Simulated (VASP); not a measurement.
Set up this calculation in VASP 6.6.1, as the native input.

* Task: single point
* Functional: LDA
* Potentials or basis: VASP PAW LDA potentials, release 64 (Nb_sv, Tc_pv)
* Cutoff: 520 eV
* k mesh: 11 × 11 × 7
* Occupations: fermi-dirac, width 0.1 eV
* Spin: no spin polarisation
* Dipole correction: no
* Further INCAR settings: ALGO = Normal; EDIFF = 1e-06; NBANDS = 20

The structure of NbTc lies in POSCAR:

```
NbTc
1.0
    1.6211697581     -2.3385456660      0.0000000000
    1.6211697581      2.3385456660      0.0000000000
    0.0000000000      0.0000000000      4.4915972529
Nb Tc
1 1
Direct
    0.0000000000      0.0000000000      0.0000000000
    0.5000000000      0.5000000000      0.5000000000
```

The input as run:

INCAR

```
SYSTEM = NbTc
  PREC = Accurate
  ENCUT = 520
  EDIFF = 1E-6
  ISMEAR = -1
  SIGMA = 0.1
  LREAL = .False.
  LASPH = .True.
  NELM = 60
  ALGO = Normal
  ISIF = 2
  LWAVE = .False.
  LCHARG = .True.
  LELF = .True.
  LVHAR = .True.
  NBANDS = 20
```

KPOINTS

```
regular mesh
0
Gamma
  11 11 7
  0 0 0
```

Potentials or basis: VASP PAW LDA potentials, release 64 (Nb_sv, Tc_pv).

Launch:

```console
$ cat potpaw_LDA.64/Nb_sv/POTCAR potpaw_LDA.64/Tc_pv/POTCAR > POTCAR
$ mpirun -np 1 vasp_std > vasp.out
```

It gave:

| Property | Result |
| --- | --- |
| Pressure | -21.8 GPa |
| Band gap on the k mesh | zero (band 13 reaches 12.91 eV, above the bottom of band 14 at 10.46 eV) |

Wall time 42 s on 1 thread of Intel(R) Xeon(R) Platinum 8488C (Sapphire Rapids) (shared host), peak memory 0.21 GiB.
